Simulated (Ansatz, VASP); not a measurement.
## One calculation of C, two programs

```xyz
2
Lattice="0.0357 1.8012 1.8012 1.8012 0.0357 1.8012 1.8012 1.8012 0.0357" Properties=species:S:1:pos:R:3 pbc="T T T"
C     1.8191    1.8191    1.8191
C     2.7286    2.7286    2.7286
```

Change from the starting cell: equal xy, yz and zx shear strains of +2 %, PAW files.

Alike in both runs: task electric field gradients; functional LDA; k mesh 16 × 16 × 16; occupations fermi-dirac, width 0.03 eV; no spin polarisation.

|  | VASP | Ansatz |
| --- | --- | --- |
| version | VASP 6.6.1 | Ansatz 0.2.0 |
| potentials or method | VASP PAW LDA potentials, release 64 (C) | PAW with Ansatz's default frozen-core files, scalar-relativistic |
| plane-wave cutoff (eV) | 520 | 420 |
| valence electrons in the cell | 8 | 8 |

```tsv
	VASP	Ansatz	Ansatz less VASP
gap on the k mesh at the Fermi level (eV)	4.05	4.05	+0.003
pressure (GPa)	-11.0	-12.5	-1.47
traceless stress, the component that is largest in VASP (GPa)	-10.94	-10.88	+0.064
rms of the force components (eV/Å)	0.026	0.020	-0.0060
size of Vzz on the site where it differs most (V/Å²)	4.4	4.1	-0.30
```

LDA's correlation is that of Perdew and Zunger in VASP and of Perdew and Wang (1992) in Ansatz. Atom by atom the forces differ by 0.006 eV/Å (rms over components).
